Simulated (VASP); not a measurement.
## Pb: relaxation of cell and atoms with PBEsol

The system is Pb.

```
CELL_PARAMETERS angstrom
3.52437 0.00000 0.00000
-1.76218 3.05219 0.00000
0.00000 0.00000 11.49524
ATOMIC_POSITIONS crystal
Pb 0.66667 0.33333 0.75000
Pb 0.00000 0.00000 0.50000
Pb 0.33333 0.66667 0.25000
Pb 0.00000 0.00000 0.00000
```

- Program: VASP 6.6.1
- Task: relaxation of cell and atoms
- Functional: PBEsol
- Potentials or basis: VASP PAW PBE potentials, release 64 (Pb_d)
- Cutoff: 600 eV
- k mesh: 9 × 9 × 3
- Occupations: fermi-dirac, width 0.05 eV
- Spin: no spin polarisation
- Target pressure: 10 GPa
- Dipole correction: no
- Further INCAR settings: ALGO = Fast; EDIFF = 1e-06; IBRION = 2; EDIFFG = -0.01; NSW = 60; ISIF = 3

```
Relaxed volume                                         : 25.85 Å³/atom
Relaxed cell                                           : a = 3.315 Å, b = 3.315 Å, c = 10.861 Å, α = 90.00°, β = 90.00°, γ = 120.00°
Space group after relaxing (to 0.05 Å)                 : P6_3/mmc (No. 194)
Energy change on relaxing (the enthalpy is what falls) : +104.3 meV/atom
Ionic steps                                            : 9
Pressure after relaxing                                : 10.0 GPa
Band gap on the k mesh                                 : zero (band 28 reaches 15.70 eV, above the bottom of band 29 at 6.50 eV)
```

The path:
```csv
step,energy change (eV),largest force (eV/Å),pressure (GPa),volume (Å³)
1,0.0000,0.0000,-1.54,123.65
2,2.2776,0.0000,31.55,87.93
3,0.3853,0.0000,9.48,103.91
4,0.4139,0.0000,9.98,103.44
5,0.4379,0.0000,10.32,103.06
6,0.3943,0.0000,9.67,103.76
7,0.4151,0.0000,9.96,103.42
8,0.4156,0.0000,9.99,103.41
9,0.4173,0.0000,9.99,103.39
```

Final structure:
```
CELL_PARAMETERS angstrom
3.31529 0.00000 0.00000
-1.65765 2.87113 0.00000
0.00000 0.00000 10.86145
ATOMIC_POSITIONS crystal
Pb 0.66667 0.33333 0.75000
Pb 0.00000 0.00000 0.50000
Pb 0.33333 0.66667 0.25000
Pb 0.00000 0.00000 0.00000
```

Levels at points of the mesh, in eV from the Fermi level:
```tsv
k point	band 25	band 26	band 27	band 28	band 29	band 30	band 31	band 32
(0.00, 0.00, 0.00)	-5.13	0.93	0.93	6.49	6.49	7.48	7.48	7.52
```

Wall time 10 min on 1 thread of Intel(R) Xeon(R) Platinum 8488C (Sapphire Rapids), on a shared host, peak memory 0.33 GiB.

Caveat: the cell is relaxed towards a set pressure, so the enthalpy falls and the energy may rise; the volume moved by over 15 % at a fixed basis, so the end points are rough; the PAW data sets were made with another functional, which shifts forces and pressure a little; spin-orbit coupling is left out, which moves the levels of the heavy elements.
